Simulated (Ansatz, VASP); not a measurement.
Two plane-wave programs on BaF2

File INCAR:

```
SYSTEM = BaF2
PREC = Accurate
ENCUT = 600
EDIFF = 1E-6
ISMEAR = 0
SIGMA = 0.02
LREAL = .False.
LASPH = .True.
NELM = 120
ALGO = Normal
ISIF = 2
LWAVE = .False.
LCHARG = .False.
GGA = PE
NBANDS = 19
GGA_COMPAT = .False.
```

Contents of KPOINTS:

```
regular mesh
0
Gamma
  6 6 6
  0 0 0
```

The input POSCAR:

```
BaF2
1.0
    0.0000000000      3.1230009549      3.1230009549
    3.1230009549      0.0000000000      3.1230009549
    3.1230009549      3.1230009549      0.0000000000
Ba F
1 2
Direct
    0.0000000000      0.0000000000      0.0000000000
    0.2500000000      0.2500000000      0.2500000000
    0.7500000000      0.7500000000      0.7500000000
```

Input for Ansatz:

```yaml
crystal:
  lattice:
    - [0.0, 3.1230009548, 3.1230009548]
    - [3.1230009548, 0.0, 3.1230009548]
    - [3.1230009548, 3.1230009548, 0.0]
  atoms:
    - { symbol: Ba, position: [0.0, 0.0, 0.0] }
    - { symbol: F, position: [0.25, 0.25, 0.25] }
    - { symbol: F, position: [0.75, 0.75, 0.75] }
basis:
  ecutwfc: 420
kpoints:
  mp_grid: { grid: [6, 6, 6] }
  band_path: { path: [VBM, CBM], npoints: 2 }
hamiltonian:
  xc: pbe
scf:
  occupations: { method: gaussian, width: 0.02 }
output:
  forces: false
  stress: false
  eigenvalues: true
checkpoint:
  read: start.run
  write: ck
  compress: false
  write_wavefunctions: false
  write_every: 100000
```

Alike in both runs: task single point; functional PBE; k mesh 6 × 6 × 6; occupations gaussian, width 0.02 eV; no spin polarisation.

|  | VASP | Ansatz |
| --- | --- | --- |
| version | VASP 6.6.1 | Ansatz 0.2.0 |
| potentials or method | VASP PAW PBE potentials, release 64 (Ba_sv, F), cutoff 600 eV | scalar-relativistic, plane waves, PAW |
| valence electrons in the cell | 24 | 24 |

|  | VASP | Ansatz | Ansatz less VASP |
| --- | --- | --- | --- |
| gap on the k mesh at the Fermi level (eV) | 6.68 | 6.75 | +0.071 |
| least direct gap on the mesh (eV) | 6.73 | 6.82 | +0.081 |

Spin-orbit coupling is off throughout.
